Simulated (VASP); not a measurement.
Set up this calculation in VASP 6.6.1, as the native input.

- Task: relaxation of cell and atoms
- Functional: PBE
- Potentials or basis: VASP PAW PBE potentials, release 64 (Eu, Ir)
- Cutoff: 600 eV
- k mesh: 6 × 6 × 3
- Occupations: fermi-dirac, width 0.1 eV
- Spin: collinear spin
- Starting moments: [6.3, 6.3, -0.4, -0.4] μB
- Dipole correction: no
- Further INCAR settings: ALGO = Normal; EDIFF = 1e-07; IBRION = 2; EDIFFG = -0.01; NSW = 60; ISIF = 3

The structure of EuIr lies in POSCAR:

```
EuIr
1.0
    0.0000000000      2.7785423400      2.7785423400
    2.7785423400      0.0000000000      2.7785423400
    5.5570846800      5.5570846800      0.0000000000
Eu Ir
2 2
Direct
    0.0000000000      0.0000000000      0.0000000000
    0.0000000000      0.0000000000      0.5000000000
    0.5000000000      0.5000000000      0.2500000000
    0.5000000000      0.5000000000      0.7500000000
```

One way to write it, as run:

INCAR

```
PREC = Accurate
ENCUT = 600
EDIFF = 1E-7
ISMEAR = -1
SIGMA = 0.1
LREAL = False
LASPH = True
NELM = 150
ALGO = Normal
ISIF = 3
LWAVE = False
LCHARG = False
ISPIN = 2
MAGMOM = 6.3 6.3 -0.4 -0.4
LORBIT = 11
LMAXMIX = 6
GGA = PE
IBRION = 2
NSW = 60
EDIFFG = -0.01
```

KPOINTS

```
regular mesh
0
Gamma
  6 6 3
```

Potentials or basis: VASP PAW PBE potentials, release 64 (Eu, Ir).

Command:

```console
$ cat potpaw_PBE.64/Eu/POTCAR potpaw_PBE.64/Ir/POTCAR > POTCAR
$ mpirun -np 1 vasp_std > vasp.out
```

Results of the run:

* Relaxed volume: 24.21 Å³/atom
* Relaxed cell: a = 4.091 Å, b = 4.091 Å, c = 8.182 Å, α = 60.00°, β = 60.00°, γ = 60.00°
* Space group after relaxing (to 0.1 Å): Fm-3m (No. 225)
* Pressure after relaxing: 0.0 GPa
* Band gap on the k mesh: zero (filled and empty bands overlap)
* Net moment: -11.97 μB per cell
* Site moments: Eu -6.26; Ir +0.59 μB
* Valence electrons inside the program's atomic spheres: Eu 14.73; Ir 8.23

Caveat: spin-orbit coupling is left out, which moves the levels of the heavy elements; semilocal functionals describe open f shells poorly, which spoils levels, moments and volumes.

Wall time 47 min on 1 thread of AMD EPYC 9R45 96-Core Processor (Zen 5) (shared host), peak memory 0.38 GiB.
